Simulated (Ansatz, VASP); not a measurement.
## In3Se in VASP and in Ansatz

```
CELL_PARAMETERS angstrom
4.80376 0.00000 0.00000
0.00000 4.80376 0.00000
0.00000 0.00000 4.80376
ATOMIC_POSITIONS crystal
In 0.00000 0.50000 0.50000
In 0.50000 0.00000 0.50000
In 0.50000 0.50000 0.00000
Se 0.00000 0.00000 0.00000
```

Alike in both runs: task relaxation of cell and atoms; functional PBE; k mesh 10 × 10 × 10; occupations gaussian, width 0.1 eV; no spin polarisation.

```csv
,VASP,Ansatz
version,VASP 6.6.1,Ansatz 0.2.0
potentials or method,"VASP PAW PBE potentials, release 64 (In_d, Se), cutoff 600 eV","scalar-relativistic, plane waves, PAW"
valence electrons in the cell,45,55
```

VASP gave:

| Property | Result |
| --- | --- |
| gap on the k mesh at the Fermi level, each at its own relaxed structure (eV) | none |
| relaxed volume (Å³/atom) | 27.46 |
| relaxed length of the cell vector where the two differ most in proportion (Å) | 4.789 |

Q: Estimate Ansatz's values.

A: gap on the k mesh at the Fermi level, each at its own relaxed structure (eV): none; relaxed volume (Å³/atom): 27.48; relaxed length of the cell vector where the two differ most in proportion (Å): 4.790.

A gap of «none» marks a metal or a gap that the smearing closes. VASP's potentials hold 45 valence electrons a cell and Ansatz's 55, so a difference there can come from the potentials and not from the codes.
